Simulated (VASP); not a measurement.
Here is a VASP 6.6.1 calculation.

File INCAR:

```
SYSTEM = EuHg2
  ALGO = Normal
  EDIFF = 1E-6
  ENCUT = 520
  GGA = CA
  ISIF = 2
  ISMEAR = -1
  ISPIN = 2
  LASPH = .True.
  LCHARG = .False.
  LDAU = .True.
  LDAUJ = 0 0
  LDAUL = 3 -1
  LDAUPRINT = 1
  LDAUTYPE = 2
  LDAUU = 2 0
  LMAXMIX = 6
  LORBIT = 11
  LREAL = .False.
  LWAVE = .False.
  MAGMOM = 7 0 0
  NBANDS = 32
  NELM = 150
  PREC = Accurate
  SIGMA = 0.05
```

The input KPOINTS:

```
k-points
0
Gamma
  6 6 7
  0 0 0
```

Contents of POSCAR:

```
EuHg2
1.0
    4.9700000000      0.0000000000      0.0000000000
   -2.4850000000      4.3041462568      0.0000000000
    0.0000000000      0.0000000000      3.7050000000
Eu Hg
1 2
Direct
    0.0000000000      0.0000000000      0.0000000000
    0.3333333333      0.6666666667      0.5000000000
    0.6666666667      0.3333333333      0.5000000000
```

Potentials or basis: VASP PAW PBE potentials, release 64 (Eu, Hg).

Command:

```sh
$ cat potpaw_PBE.64/Eu/POTCAR potpaw_PBE.64/Hg/POTCAR > POTCAR
$ mpirun -np 1 vasp_std > vasp.out
```

(1) Predict the pressure.

(2) What does it give for the site moments?

Results:

(1) -3.2 GPa.

(2) Eu +6.67; Hg +0.00 μB.

Caveat: the cell stands under tension; the PAW data sets were made with another functional, which shifts forces and pressure a little.
